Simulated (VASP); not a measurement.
# BN (Pmn2_1) in VASP: single point with PBEsol

Aim: the single point of BN with PBEsol.

Program: VASP 6.6.1. These are calculated values, not measurements. Logs are shortened: lines on timing, memory, paths and dates and some standing lists are left out, and cuts for length are marked.

## Step 1: The cell of the first run

Symmetry: Pmn2_1, No. 31, orthorhombic system. Conventional cell: a = 2.504 Å, b = 4.337 Å, c = 7.034 Å, α = 90.00°, β = 90.00°, γ = 90.00°. B (site symmetry m) has 3 N at 1.45 Å within 1.9 Å. Within 1.9 Å of B (site symmetry m) lie 3 N at 1.45 Å. Within 1.9 Å of N (site symmetry m) lie 3 B at 1.45 Å. Within 1.9 Å of N (site symmetry m) lie 3 B at 1.45 Å.

## Step 2: Single point, PBEsol (mode 11 frozen in at -0.082 Å and mode 13 at -0.017 Å (largest displacements))

INCAR

```
SYSTEM = BN
PREC = Accurate
ENCUT = 600
EDIFF = 1E-6
ISMEAR = 0
SIGMA = 0.05
LREAL = .False.
LASPH = .True.
NELM = 120
ALGO = Normal
ISIF = 2
LWAVE = .False.
LCHARG = .True.
GGA = PS
LELF = .True.
LVHAR = .True.
NBANDS = 26
GGA_COMPAT = .False.
```

KPOINTS

```
regular mesh
0
Gamma
  10 6 4
  0 0 0
```

POSCAR

```
BN
1.0
    2.5037762076      0.0000000000      0.0000000000
    0.0000000000      4.3366676023      0.0000000000
    0.0000000000      0.0000000000      7.0340970058
B N
4 4
Direct
    0.0000000000      0.3333333333      0.2358404000
    0.5000000000      0.8333333333      0.2592122699
    0.5000000000      0.1666666667      0.7358404000
    1.0000000000      0.6666666667      0.7592122699
    0.0000000000      0.3333333333      0.7547265727
    0.5000000000      0.8333333333      0.7490915638
    0.5000000000      0.1666666667      0.2547265727
    1.0000000000      0.6666666667      0.2490915638
```

Potentials or basis: VASP PAW PBE potentials, release 64 (B, N).

Command:

```console
cat potpaw_PBE.64/B/POTCAR potpaw_PBE.64/N/POTCAR > POTCAR
mpirun -np 1 vasp_std > vasp.out
```

OUTCAR:

```text
SYSTEM = BN
   PREC = Accurate
   ENCUT = 600
   EDIFF = 1E-6
   ISMEAR = 0
   LREAL = .False.
   LASPH = .True.
   NELM = 120
   ISIF = 2
   GGA = PS

 ion  position               nearest neighbor table
   1  0.000  0.333  0.236-   8 1.45   7 1.45   7 1.45
   2  0.500  0.833  0.259-   7 1.45   8 1.45   8 1.45
   3  0.500  0.167  0.736-   6 1.45   5 1.45   5 1.45
   4  0.000  0.667  0.759-   5 1.45   6 1.45   6 1.45
   5  0.000  0.333  0.755-   4 1.45   3 1.45   3 1.45
   6  0.500  0.833  0.749-   4 1.45   4 1.45   3 1.45
   7  0.500  0.167  0.255-   2 1.45   1 1.45   1 1.45
   8  0.000  0.667  0.249-   2 1.45   2 1.45   1 1.45

  LATTYP: Found a simple orthorhombic cell.
 ALAT       =     2.5037762076
 B/A-ratio  =     1.7320508076
 C/A-ratio  =     2.8093952584

  Lattice vectors:

 A1 = (   2.5037762076,   0.0000000000,   0.0000000000)
 A2 = (   0.0000000000,   4.3366676023,   0.0000000000)
 A3 = (   0.0000000000,   0.0000000000,   7.0340970058)

Analysis of symmetry for initial positions (statically):
=====================================================================
 Subroutine PRICEL returns:
 Original cell was already a primitive cell.

 Routine SETGRP: Setting up the symmetry group for a
 simple orthorhombic supercell.

 Subroutine GETGRP returns: Found  4 space group operations
 (whereof  2 operations were pure point group operations)
 out of a pool of  8 trial point group operations.

The static configuration has the point symmetry C_1h.
 The point group associated with its full space group is C_2v.

Analysis of symmetry for dynamics (positions and initial velocities):
=====================================================================
 Subroutine PRICEL returns:
 Original cell was already a primitive cell.

 Routine SETGRP: Setting up the symmetry group for a
 simple orthorhombic supercell.

 Subroutine GETGRP returns: Found  4 space group operations
 (whereof  2 operations were pure point group operations)
 out of a pool of  8 trial point group operations.

The dynamic configuration has the point symmetry C_1h.
 The point group associated with its full space group is C_2v.

 Subroutine INISYM returns: Found  4 space group operations
 (whereof  2 operations are pure point group operations),
 and found     1 'primitive' translations

[... 110 lines left out ...]
   IBRION =     -1    ionic relax: 0-MD 1-quasi-New 2-CG
   NFREE  =      0    steps in history (QN), initial steepest desc. (CG)
   ISIF   =      2    stress and relaxation
   ISYM   =      2    0-nonsym 1-usesym 2-fastsym
   POTIM  = 0.5000    time-step for ionic-motion
   TEBEG  =    0.0;   TEEND  =   0.0 temperature during run
   PSTRESS=    0.0 pullay stress
   NELECT =      32.0000    total number of electrons
   NUPDOWN=      -1.0000    fix difference up-down
   EMIN   =  10.00;   EMAX   =-10.00  energy-range for DOS
   EFERMI =   0.00;   METHOD = LEGACY
   ISMEAR =     0;   SIGMA  =   0.05  broadening in eV -4-tet -1-fermi 0-gaus
   EFERMI_NEDOS =   21; number of points for ismear=-14 and -15
   IALGO  =     38    algorithm
   IMIX   =      4    mixing-type and parameters
     AMIX     =   0.40;   BMIX     =  1.00
     AMIX_MAG =   1.60;   BMIX_MAG =  1.00
  volume/ion in A,a.u.               =       9.55        64.43
  Fermi-wavevector in a.u.,A,eV,Ry     =   1.225006  2.314925 20.417437  1.500639
  Thomas-Fermi vector in A             =   2.360060
   LORBIT       =      0    0 simple, 1 ext, 2 COOP (PROOUT), +10 PAW based schemes
   GGA     = PS    functional components
   LHFCALC =     F    Hartree Fock is set to
   AEXX    =    0.0000 exact exchange contribution
   IVDW    =     0    specifies the selected vdW correction
   LEPSILON=     F    determine dielectric tensor
   LRPA    =     F    only Hartree local field effects (RPA)
 non-spin polarized calculation
 Gauss-broadening in eV      SIGMA  =   0.05
  energy-cutoff  :      600.00
  volume of cell :       76.38
 maximum number of plane-waves:      2594
   NGX = 11   NGY = 17   NGZ = 29

 number of electron      32.0000001 magnetization

 Free energy of the ion-electron system (eV)
  ---------------------------------------------------
  ext. energy  EPLUGINS =         0.00000000
  ---------------------------------------------------
  free energy    TOTEN  =       -72.91491149 eV

  energy without entropy =      -72.91491149  energy(sigma->0) =      -72.91491149

 E-fermi :   2.0910     XC(G=0):  -9.9274

 val. band max:        1.8053966543   @ k =   0.3000   0.0000   0.0000
 cond. band min:       5.3622113548   @ k =   0.0000   0.0000   0.0000
 fundamental gap:      3.5568147005
 Fermi energy:         2.0910349156

 k-point     1 :       0.0000    0.0000    0.0000
  band No.  band energies     occupation
      1     -15.9376      2.00000
      2     -15.7420      2.00000
      3     -12.7326      2.00000
      4     -12.6885      2.00000
      5      -7.1527      2.00000
      6      -7.1008      2.00000
[... 685 lines left out ...]
     25      13.8960      0.00000
     26      13.8960      0.00000

 [... further k-points ...]

------------------------ aborting loop because EDIFF is reached ----------------------------------------

  FORCE on cell =-STRESS in cart. coord.  units (eV):
  Direction    XX          YY          ZZ          XY          YZ          ZX
  --------------------------------------------------------------------------------------
  -------------------------------------------------------------------------------------
  Total       -0.1004611     -0.1095091     -0.6902240      0.0000000      0.0000000      0.0000000
  in kB       -2.1074083     -2.2972107    -14.4790682      0.0000000      0.0000000      0.0000000
  external PRESSURE =      -6.2945624 kB  Pullay stress =       0.0000000 kB

 VOLUME and BASIS-vectors are now :
 -----------------------------------------------------------------------------
  energy-cutoff  :      600.00
  volume of cell :       76.38
      direct lattice vectors                 reciprocal lattice vectors
     2.503776208  0.000000000  0.000000000     0.399396718  0.000000000  0.000000000
     0.000000000  4.336667602  0.000000000     0.000000000  0.230591803  0.000000000
     0.000000000  0.000000000  7.034097006     0.000000000  0.000000000  0.142164659

 POSITION                                       TOTAL-FORCE (eV/Angst)
 -----------------------------------------------------------------------------------
      0.00000      1.44556      1.65892         0.000000     -0.099269      1.624725
      1.25189      3.61389      1.82332         0.000000     -0.059062     -0.827199
      1.25189      0.72278      5.17597         0.000000      0.099269      1.624725
      0.00000      2.89111      5.34037         0.000000      0.059062     -0.827199
      0.00000      1.44556      5.30882         0.000000     -0.144308     -0.788739
      1.25189      3.61389      5.26918         0.000000     -0.005075     -0.008787
      1.25189      0.72278      1.79177         0.000000      0.144308     -0.788739
      0.00000      2.89111      1.75213         0.000000      0.005075     -0.008787
 -----------------------------------------------------------------------------------
    total drift:                                0.000000      0.000000      0.000570

  FREE ENERGIE OF THE ION-ELECTRON SYSTEM (eV)
  ---------------------------------------------------
  free  energy   TOTEN  =       -72.9149114947 eV

  energy  without entropy=      -72.9149114947  energy(sigma->0) =      -72.91491149
```

OSZICAR:

```text
N       E                     dE             d eps       ncg     rms          rms(c)
DAV:   1     0.149434682441E+03    0.14943E+03   -0.17189E+04  3744   0.127E+03
DAV:   2    -0.682942349409E+02   -0.21773E+03   -0.19992E+03  5016   0.293E+02
DAV:   3    -0.797737705771E+02   -0.11480E+02   -0.11381E+02  5038   0.674E+01
DAV:   4    -0.799137977818E+02   -0.14003E+00   -0.13990E+00  4810   0.787E+00
DAV:   5    -0.799159798595E+02   -0.21821E-02   -0.21813E-02  4942   0.975E-01    0.156E+01
DAV:   6    -0.736956274940E+02    0.62204E+01   -0.13814E+01  4544   0.218E+01    0.703E+00
DAV:   7    -0.731014148899E+02    0.59421E+00   -0.10338E+00  4858   0.601E+00    0.434E+00
DAV:   8    -0.729212705776E+02    0.18014E+00   -0.56247E-01  4768   0.399E+00    0.661E-01
DAV:   9    -0.729128815551E+02    0.83890E-02   -0.34625E-02  4680   0.117E+00    0.247E-01
DAV:  10    -0.729146452052E+02   -0.17637E-02   -0.24951E-03  4608   0.283E-01    0.512E-02
DAV:  11    -0.729148761581E+02   -0.23095E-03   -0.20148E-04  4870   0.889E-02    0.269E-02
DAV:  12    -0.729149110829E+02   -0.34925E-04   -0.71999E-05  4432   0.462E-02    0.350E-03
DAV:  13    -0.729149114947E+02   -0.41178E-06   -0.17007E-06  4198   0.812E-03
   1 F= -.72914911E+02 E0= -.72914911E+02  d E =-.224297E-17
```

Wall time 2.1 min (1 thread of Intel Xeon Platinum 8375C at 2.90GHz (Ice Lake), shared host); peak memory 0.27 GiB.

What came out:

```
Free energy            : -72.9149 eV
Pressure               : -0.6 GPa
Largest force          : 1.628 eV/Å
Band gap on the k mesh : 3.56 eV, indirect (least direct gap 3.98 eV)
```

Forces on the atoms (eV/Å):
```
B    0.000 -0.099  1.625
B    0.000 -0.059 -0.827
B    0.000  0.099  1.625
B    0.000  0.059 -0.827
N    0.000 -0.144 -0.789
N    0.000 -0.005 -0.009
N    0.000  0.144 -0.789
N    0.000  0.005 -0.009
```

Stress tensor (GPa, compression positive):
```
-0.21  0.00  0.00
 0.00 -0.23  0.00
 0.00  0.00 -1.45
```

Levels at points of the mesh, in eV from the valence-band top:
| k point | band 13 | band 14 | band 15 | band 16 | band 17 | band 18 | band 19 | band 20 |
| --- | --- | --- | --- | --- | --- | --- | --- | --- |
| (0.00, 0.00, 0.00) | -1.28 | -1.25 | -0.99 | -0.42 | 3.56 | 5.23 | 5.29 | 9.29 |
| (0.50, 0.00, 0.00) | -1.67 | -1.67 | -0.68 | -0.68 | 5.48 | 5.48 | 5.79 | 5.79 |
| (0.00, 0.50, 0.00) | -2.94 | -2.92 | -2.88 | -2.84 | 6.11 | 6.40 | 8.36 | 8.51 |
| (0.50, 0.50, 0.00) | -1.33 | -1.33 | -0.57 | -0.57 | 4.15 | 4.15 | 5.23 | 5.23 |
| (0.00, 0.00, 0.50) | -1.27 | -1.27 | -0.74 | -0.74 | 4.40 | 4.40 | 6.93 | 6.93 |
| (0.50, 0.00, 0.50) | -1.26 | -1.26 | -1.12 | -1.12 | 5.48 | 5.48 | 5.59 | 5.59 |
| (0.00, 0.50, 0.50) | -2.93 | -2.93 | -2.86 | -2.86 | 7.24 | 7.24 | 7.85 | 7.85 |
| (0.50, 0.50, 0.50) | -1.01 | -1.01 | -0.88 | -0.88 | 4.52 | 4.52 | 4.58 | 4.58 |

Caveat: the cell differs from its parent crystal (mode 11 frozen in at -0.082 Å and mode 13 at -0.017 Å (largest displacements)); the PAW data sets were made with another functional, which shifts forces and pressure a little; this functional lacks dispersion, which binds the layers, so the pressure and a relaxed spacing across them are unreliable.
